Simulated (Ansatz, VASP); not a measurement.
One calculation of Hf, two programs

```xyz
1
Lattice="0.0000 2.0424 2.2200 2.0424 0.0000 2.2200 2.0424 2.0424 0.0000" Properties=species:S:1:pos:R:3 pbc="T T T"
Hf    0.0000    0.0000    0.0000
```

Change from the starting cell: strain -0.080 along x and y, +0.000 along z, atoms carried along.

Alike in both runs: task single point; functional PBEsol; k mesh 18 × 18 × 18; occupations gaussian, width 0.15 eV; no spin polarisation.

```csv
,VASP,Ansatz
version,VASP 6.6.1,Ansatz 0.2.0
potentials or method,"VASP PAW PBE potentials, release 64 (Hf_pv), cutoff 520 eV","scalar-relativistic, plane waves, PAW"
valence electrons in the cell,10,26
```

VASP gave:

* gap on the k mesh at the Fermi level (eV): none
* pressure (GPa): 20.6
* traceless stress, the component that is largest in VASP (GPa): -2.89

Question: What did Ansatz give for the same quantities?

Answer: gap on the k mesh at the Fermi level (eV): none; pressure (GPa): 21.0; traceless stress, the component that is largest in VASP (GPa): -2.85.

VASP's potentials were made for PBE, not for PBEsol. A gap of «none» marks a metal or a gap that the smearing closes. VASP's potentials hold 10 valence electrons a cell and Ansatz's 26, so a difference there can come from the potentials and not from the codes.

Neither program's run includes spin-orbit coupling.
